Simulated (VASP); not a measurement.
# As (C2/m) in VASP: a series of runs

Runs on As. Level: PBE. Tasks: single point.

Everything below comes from runs of VASP 6.6.1. Logs are shortened: lines on timing, memory, paths and dates and some standing lists are left out, and cuts for length are marked.

**1. The cell of the first run**

It takes space group C2/m (No. 12, monoclinic). Conventional cell: a = 7.163 Å, b = 3.384 Å, c = 4.225 Å, α = 90.00°, β = 124.41°, γ = 90.00°. As (site symmetry m) has 8 As at 2.43 to 3.38 Å within 3.4 Å.

**2. Single point, PBE (strain -0.1000 x Voigt [1, -1, 0, 0, 0, 0])**

INCAR reads:

```
SYSTEM = As
PREC = Accurate
ENCUT = 520
EDIFF = 1E-7
ISMEAR = 0
SIGMA = 0.15
LREAL = .FALSE.
LASPH = .TRUE.
NELM = 100
ALGO = Fast
ISIF = 2
LWAVE = .FALSE.
LCHARG = .FALSE.
GGA = PE
NBANDS = 12
```

KPOINTS reads:

```
regular mesh
0
G
  18 18 18
  0 0 0
```

POSCAR reads:

```
As
1.0
    1.6917745118      1.1938012408      3.4857700000
   -1.6917745118      1.1938012408      3.4857700000
    0.0000000000     -2.3876024817      3.4857700000
As
2
Direct
    0.2275400000      0.2275400000      0.2275400000
    0.7724600000      0.7724600000      0.7724600000
```

Potentials or basis: VASP PAW PBE potentials, release 64 (As).

Started as:

```
> cat potpaw_PBE.64/As/POTCAR > POTCAR
> mpirun -np 1 vasp_std > vasp.out
```

OUTCAR:

```text
SYSTEM = As
   PREC = Accurate
   ENCUT = 520
   EDIFF = 1E-7
   ISMEAR = 0
   LREAL = .FALSE.
   LASPH = .TRUE.
   NELM = 100
   ISIF = 2
   GGA = PE

 ion  position               nearest neighbor table
   1  0.228  0.228  0.228-   2 2.43   2 2.43   2 2.71
   2  0.772  0.772  0.772-   1 2.43   1 2.43   1 2.71

  LATTYP: Found a base centered monoclinic cell.
 ALAT       =     7.1628074450
 B/A-ratio  =     0.4723774930
 C/A-ratio  =     0.5898626465
 COS(beta)  =    -0.5651033089

  Lattice vectors:

 A1 = (   1.6917745118,   3.5814037225,   0.0000000000)
 A2 = (  -1.6917745118,   3.5814037225,   0.0000000000)
 A3 = (   0.0000000000,  -2.3876024817,   3.4857700000)

Analysis of symmetry for initial positions (statically):
=====================================================================
 Subroutine PRICEL returns:
 Original cell was already a primitive cell.

 Routine SETGRP: Setting up the symmetry group for a
 base centered monoclinic supercell.

 Subroutine GETGRP returns: Found  4 space group operations
 (whereof  4 operations were pure point group operations)
 out of a pool of  4 trial point group operations.

The static configuration has the point symmetry C_2h.

Analysis of symmetry for dynamics (positions and initial velocities):
=====================================================================
 Subroutine PRICEL returns:
 Original cell was already a primitive cell.

 Routine SETGRP: Setting up the symmetry group for a
 base centered monoclinic supercell.

 Subroutine GETGRP returns: Found  4 space group operations
 (whereof  4 operations were pure point group operations)
 out of a pool of  4 trial point group operations.

The dynamic configuration has the point symmetry C_2h.

 Subroutine INISYM returns: Found  4 space group operations
 (whereof  4 operations are pure point group operations),
 and found     1 'primitive' translations

----------------------------------------------------------------------------------------

                                     Primitive cell

  volume of cell :      42.2401

  direct lattice vectors                    reciprocal lattice vectors
     1.691774512  1.193801241  3.485770000     0.295547661  0.139610063  0.095626887
    -1.691774512  1.193801241  3.485770000    -0.295547661  0.139610063  0.095626887
     0.000000000 -2.387602482  3.485770000     0.000000000 -0.279220126  0.095626887

  length of vectors
     4.054362452  4.054362452  4.225072556     0.340564078  0.340564078  0.295141289

  position of ions in fractional coordinates (direct lattice)
     0.227540000  0.227540000  0.227540000
     0.772460000  0.772460000  0.772460000

  ion indices of the primitive-cell ions
   primitive index   ion index
                 1           1
                 2           2

----------------------------------------------------------------------------------------

 KPOINTS: regular mesh

Automatic generation of k-mesh.
 Grid dimensions read from file:
 generate k-points for:   18   18   18

 Generating k-lattice:

  Cartesian coordinates                     Fractional coordinates (reciprocal lattice)
     0.016419315  0.007756115  0.005312605     0.055555556  0.000000000  0.000000000
    -0.016419315  0.007756115  0.005312605     0.000000000  0.055555556  0.000000000
     0.000000000 -0.015512229  0.005312605     0.000000000  0.000000000  0.055555556

  Length of vectors
     0.018920227  0.018920227  0.016396738

  Shift w.r.t. Gamma in fractional coordinates (k-lattice)
     0.000000000  0.000000000  0.000000000

 Subroutine IBZKPT returns following result:
 ===========================================

 Found   1550 irreducible k-points:

 Following reciprocal coordinates:
            Coordinates               Weight
  0.000000  0.000000  0.000000      1.000000
  0.055556  0.000000  0.000000      4.000000
  0.111111  0.000000  0.000000      4.000000
  0.166667  0.000000  0.000000      4.000000
  0.222222  0.000000  0.000000      4.000000
  0.277778  0.000000  0.000000      4.000000
[... 16 lines left out ...]
 -0.277778  0.055556  0.000000      4.000000
 -0.222222  0.055556 -0.000000      4.000000
 [... further k-points ...]
   k-points           NKPTS =   1550   k-points in BZ     NKDIM =   1550   number of bands    NBANDS=     12
   number of dos      NEDOS =    301   number of ions     NIONS =      2
   total plane-waves  NPLWV =  28800
   dimension x,y,z NGX =    30 NGY =   30 NGZ =   32
   dimension x,y,z NGXF=    60 NGYF=   60 NGZF=   64
   ions per type =               2
   NGX,Y,Z   is equivalent  to a cutoff of  12.30, 12.30, 12.59 a.u.
   NGXF,Y,Z  is equivalent  to a cutoff of  24.60, 24.60, 25.18 a.u.
 SYSTEM =  As
   PREC   = accura    normal or accurate (medium, high low for compatibility)
   ISTART =      0    job   : 0-new  1-cont  2-samecut
   ICHARG =      2    charge: 1-file 2-atom 10-const
   ISPIN  =      1    spin polarized calculation?
   LNONCOLLINEAR =      F non collinear calculations
   LSORBIT =      F    spin-orbit coupling
   LASPH  =      T    aspherical Exc in radial PAW
   ENCUT  =  520.0 eV  38.22 Ry    6.18 a.u.   7.54  7.54  7.86*2*pi/ulx,y,z
   NELM   =    100;   NELMIN=  2; NELMDL= -5     # of ELM steps
   EDIFF  = 0.1E-06   stopping-criterion for ELM
   LREAL  =      F    real-space projection
   EDIFFG = 0.1E-05   stopping-criterion for IOM
   NSW    =      0    number of steps for IOM
   IBRION =     -1    ionic relax: 0-MD 1-quasi-New 2-CG
   NFREE  =      0    steps in history (QN), initial steepest desc. (CG)
   ISIF   =      2    stress and relaxation
   ISYM   =      2    0-nonsym 1-usesym 2-fastsym
   POTIM  = 0.5000    time-step for ionic-motion
   TEBEG  =    0.0;   TEEND  =   0.0 temperature during run
   PSTRESS=    0.0 pullay stress
   NELECT =      10.0000    total number of electrons
   NUPDOWN=      -1.0000    fix difference up-down
   EMIN   =  10.00;   EMAX   =-10.00  energy-range for DOS
   EFERMI =   0.00;   METHOD = LEGACY
   ISMEAR =     0;   SIGMA  =   0.15  broadening in eV -4-tet -1-fermi 0-gaus
   EFERMI_NEDOS =   21; number of points for ismear=-14 and -15
   IALGO  =     68    algorithm
   IMIX   =      4    mixing-type and parameters
     AMIX     =   0.40;   BMIX     =  1.00
     AMIX_MAG =   1.60;   BMIX_MAG =  1.00
  volume/ion in A,a.u.               =      21.12       142.52
  Fermi-wavevector in a.u.,A,eV,Ry     =   1.012745  1.913810 13.954842  1.025652
  Thomas-Fermi vector in A             =   2.145872
   LORBIT       =      0    0 simple, 1 ext, 2 COOP (PROOUT), +10 PAW based schemes
   GGA     = PE    functional components
   LHFCALC =     F    Hartree Fock is set to
   AEXX    =    0.0000 exact exchange contribution
   IVDW    =     0    specifies the selected vdW correction
   LEPSILON=     F    determine dielectric tensor
   LRPA    =     F    only Hartree local field effects (RPA)
 non-spin polarized calculation
 RMM-DIIS sequential band-by-band and
 Gauss-broadening in eV      SIGMA  =   0.15
  energy-cutoff  :      520.00
  volume of cell :       42.24
 maximum number of plane-waves:      1157
   NGX = 15   NGY = 15   NGZ = 15

 number of electron      10.0000000 magnetization

 Free energy of the ion-electron system (eV)
  ---------------------------------------------------
  ext. energy  EPLUGINS =         0.00000000
  ---------------------------------------------------
  free energy    TOTEN  =        -9.05681448 eV

  energy without entropy =       -9.05140859  energy(sigma->0) =       -9.05411154

 E-fermi :   5.5035     XC(G=0): -10.0609

 val. band max:        5.4915854136   @ k =  -0.3333   0.1111  -0.0000
 cond. band min:       5.5035580518   @ k =   0.5000   0.3333   0.4444
 fundamental gap:      0.0119726381
 Fermi energy:         5.5035126184

 k-point     1 :       0.0000    0.0000    0.0000
  band No.  band energies     occupation
      1      -9.5749      2.00000
      2      -0.3247      2.00000
      3       2.0208      2.00000
      4       4.1568      2.00000
      5       4.4172      2.00000
      6       6.2408      0.00000
      7       9.2126      0.00000
      8       9.7765      0.00000
      9      11.1327      0.00000
     10      12.4748      0.00000
     11      13.6538      0.00000
     12      14.1228      0.00000

 k-point     2 :       0.0556    0.0000    0.0000
  band No.  band energies     occupation
      1      -9.5277      2.00000
      2      -0.4139      2.00000
      3       2.0323      2.00000
      4       4.1719      2.00000
      5       4.2394      2.00000
      6       6.2377      0.00000
      7       9.3354      0.00000
      8       9.5623      0.00000
      9      11.1400      0.00000
     10      12.7273      0.00000
     11      13.1547      0.00000
     12      13.5645      0.00000

 k-point     3 :       0.1111    0.0000    0.0000
  band No.  band energies     occupation
      1      -9.3864      2.00000
      2      -0.6855      2.00000
      3       2.0678      2.00000
      4       3.7944      2.00000
      5       4.2466      2.00000
      6       6.2134      0.00000
      7       9.0268      0.00000
      8       9.4853      0.00000
      9      11.2826      0.00000
     10      12.3125      0.00000
     11      13.0009      0.00000
     12      13.4496      0.00000

 k-point     4 :       0.1667    0.0000    0.0000
  band No.  band energies     occupation
      1      -9.1519      2.00000
      2      -1.1437      2.00000
      3       2.1297      2.00000
      4       3.3334      2.00000
      5       4.3162      2.00000
      6       6.1446      0.00000
      7       8.3753      0.00000
      8       9.3086      0.00000
      9      11.2770      0.00000
     10      11.9781      0.00000
     11      13.1095      0.00000
     12      14.3366      0.00000

 k-point     5 :       0.2222    0.0000    0.0000
  band No.  band energies     occupation
      1      -8.8256      2.00000
      2      -1.7735      2.00000
      3       2.2167      2.00000
      4       2.9738      2.00000
      5       4.3690      2.00000
      6       6.0136      0.00000
      7       7.7279      0.00000
      8       8.7456      0.00000
      9      11.3334      0.00000
     10      11.8839      0.00000
     11      14.0486      0.00000
     12      15.3660      0.00000
[... 228 lines left out ...]
      1      -6.9407      2.00000
      2      -4.6769      2.00000
      3       2.3537      2.00000
      4       3.0511      2.00000
      5       4.1510      2.00000
      6       5.3099      1.93201
      7       6.0653      0.00000
      8       6.7711      0.00000
      9      12.6338      0.00000
     10      13.6690      0.00000
     11      16.7271      0.00000
     12      18.3124      0.00000

 k-point    22 :      -0.3333    0.0556   -0.0000
  band No.  band energies     occupation
      1      -7.5542      2.00000
      2      -3.8528      2.00000
      3       2.4787      2.00000
      4       3.0254      2.00000
      5       4.0114      2.00000
      6       5.6379      0.20505
      7       6.4069      0.00000
      8       6.9118      0.00000
      9      11.8589      0.00000
     10      12.8023      0.00000
     11      16.7748      0.00000
     12      18.6484      0.00000

 k-point    23 :      -0.2778    0.0556    0.0000
  band No.  band energies     occupation
      1      -8.1004      2.00000
      2      -3.0092      2.00000
      3       2.5609      2.00000
      4       2.9760      2.00000
      5       3.9240      2.00000
      6       6.0641      0.00000
      7       6.7252      0.00000
      8       7.3297      0.00000
      9      11.3171      0.00000
     10      12.1395      0.00000
     11      15.8785      0.00000
     12      17.1116      0.00000

 k-point    24 :      -0.2222    0.0556   -0.0000
  band No.  band energies     occupation
      1      -8.5655      2.00000
      2      -2.1953      2.00000
      3       2.5414      2.00000
      4       3.0131      2.00000
      5       3.9002      2.00000
      6       6.4368      0.00000
      7       7.0376      0.00000
      8       8.0055      0.00000
      9      11.0678      0.00000
     10      11.7148      0.00000
     11      14.8046      0.00000
     12      15.6264      0.00000

 [... further k-points ...]

------------------------ aborting loop because EDIFF is reached ----------------------------------------

  FORCE on cell =-STRESS in cart. coord.  units (eV):
  Direction    XX          YY          ZZ          XY          YZ          ZX
  --------------------------------------------------------------------------------------
  -------------------------------------------------------------------------------------
  Total        4.3266533     -0.5509392      0.8440633      0.0000000     -1.1769620      0.0000000
  in kB      164.1111904    -20.8972818     32.0155604      0.0000000    -44.6425048      0.0000000
  external PRESSURE =      58.4098230 kB  Pullay stress =       0.0000000 kB

 VOLUME and BASIS-vectors are now :
 -----------------------------------------------------------------------------
  energy-cutoff  :      520.00
  volume of cell :       42.24
      direct lattice vectors                 reciprocal lattice vectors
     1.691774512  1.193801241  3.485770000     0.295547661  0.139610063  0.095626887
    -1.691774512  1.193801241  3.485770000    -0.295547661  0.139610063  0.095626887
     0.000000000 -2.387602482  3.485770000     0.000000000 -0.279220126  0.095626887

 POSITION                                       TOTAL-FORCE (eV/Angst)
 -----------------------------------------------------------------------------------
      0.00000     -0.00000      2.37946         0.000000     -0.218891      0.079003
      0.00000     -0.00000      8.07785         0.000000      0.218891     -0.079003
 -----------------------------------------------------------------------------------
    total drift:                               -0.000000      0.000000     -0.000000

  FREE ENERGIE OF THE ION-ELECTRON SYSTEM (eV)
  ---------------------------------------------------
  free  energy   TOTEN  =        -9.0568144761 eV

  energy  without entropy=       -9.0514085945  energy(sigma->0) =       -9.05411154
```

It took 17 min on 1 thread of Oxide Virtual Turin-like, shared host; peak memory 0.69 GiB.

What came out:

| Property | Result |
| --- | --- |
| Free energy | -9.0568 eV |
| Pressure | 5.8 GPa |
| Largest force | 0.233 eV/Å |
| Band gap on the k mesh | zero (bands 5 and 6 overlap by 1.82 eV) |

Forces in eV/Å, atoms in the order of the input:
```
As   0.000 -0.219  0.079
As   0.000  0.219 -0.079
```

Levels at points of the mesh, in eV from the Fermi level:
| k point | band 3 | band 4 | band 5 | band 6 | band 7 | band 8 |
| --- | --- | --- | --- | --- | --- | --- |
| (0.00, 0.00, 0.00) | -3.48 | -1.35 | -1.09 | 0.74 | 3.71 | 4.27 |
| (0.50, 0.00, 0.00) | -3.09 | -2.52 | -0.83 | -0.69 | 0.42 | 0.86 |
| (0.50, 0.50, 0.00) | -5.94 | -4.80 | -2.50 | 2.69 | 6.12 | 6.55 |
| (0.00, 0.00, 0.50) | -2.88 | -1.25 | 0.14 | 0.88 | 1.71 | 2.73 |
| (0.50, 0.00, 0.50) | -6.04 | -4.90 | -3.44 | 1.44 | 4.92 | 6.65 |
| (0.50, 0.50, 0.50) | -2.18 | -1.63 | -0.75 | 1.65 | 1.95 | 1.99 |

Caveat: the cell differs from its parent crystal (strain -0.1000 x Voigt [1, -1, 0, 0, 0, 0]); the stress differs along the axes, from -2 to 16 GPa.

**3. Single point, PBE (strain +0.1000 x Voigt [1, -1, 0, 0, 0, 0])**

INCAR reads:

```
  PREC = Accurate
  ENCUT = 520
  EDIFF = 1E-6
  ISMEAR = 0
  SIGMA = 0.15
  LREAL = F
  LASPH = T
  NELM = 100
  ALGO = Fast
  ISIF = 2
  LWAVE = F
  LCHARG = T
  GGA = PE
  LELF = T
  LVHAR = T
  NBANDS = 12
```

KPOINTS reads:

```
Automatic mesh
0
Gamma
  18 18 18
```

POSCAR reads:

```
As
1.0
    2.0677244033      0.9767464698      3.4857700000
   -2.0677244033      0.9767464698      3.4857700000
    0.0000000000     -1.9534929395      3.4857700000
As
2
Direct
    0.2275400000      0.2275400000      0.2275400000
    0.7724600000      0.7724600000      0.7724600000
```

Potentials or basis: VASP PAW PBE potentials, release 64 (As).

Started as:

```
> cat potpaw_PBE.64/As/POTCAR > POTCAR
> mpirun -np 1 vasp_std > vasp.out
```

It took 20 min on 1 thread of Oxide Virtual Turin-like, shared host; peak memory 0.7 GiB.

Results (log left out):

* Free energy: -9.0176 eV
* Pressure: 6.3 GPa
* Largest force: 1.141 eV/Å
* Band gap on the k mesh: zero (bands 5 and 6 overlap by 2.03 eV)

Forces in eV/Å, atoms in the order of the input:
```
As   0.000  1.087  0.346
As   0.000 -1.087 -0.346
```

Stress tensor (GPa, compression positive):
```
-3.93  0.00  0.00
 0.00 17.52  9.94
 0.00  9.94  5.28
```

Levels at points of the mesh, in eV from the Fermi level:
| k point | band 2 | band 3 | band 4 | band 5 | band 6 | band 7 | band 8 | band 9 |
| --- | --- | --- | --- | --- | --- | --- | --- | --- |
| (0.00, 0.00, 0.00) | -5.67 | -3.17 | -1.90 | -0.83 | 1.27 | 2.36 | 4.81 | 5.98 |
| (0.50, 0.00, 0.00) | -10.92 | -2.80 | -1.90 | 0.15 | 0.59 | 0.76 | 2.05 | 8.84 |
| (0.50, 0.50, 0.00) | -10.48 | -6.04 | -5.08 | -3.58 | 1.35 | 5.34 | 5.91 | 8.09 |
| (0.00, 0.00, 0.50) | -11.23 | -3.60 | -2.18 | -1.48 | -1.46 | 0.34 | 0.81 | 9.64 |
| (0.50, 0.00, 0.50) | -9.05 | -5.91 | -4.71 | -2.86 | 2.07 | 4.98 | 6.70 | 8.11 |
| (0.50, 0.50, 0.50) | -10.06 | -1.68 | -1.32 | -1.03 | 0.23 | 2.08 | 2.80 | 8.82 |

Caveat: the cell differs from its parent crystal (strain +0.1000 x Voigt [1, -1, 0, 0, 0, 0]); the stress differs along the axes, from -4 to 18 GPa; forces of over 1 eV/Å act on the atoms, so gaps and moduli don't describe the material at rest.
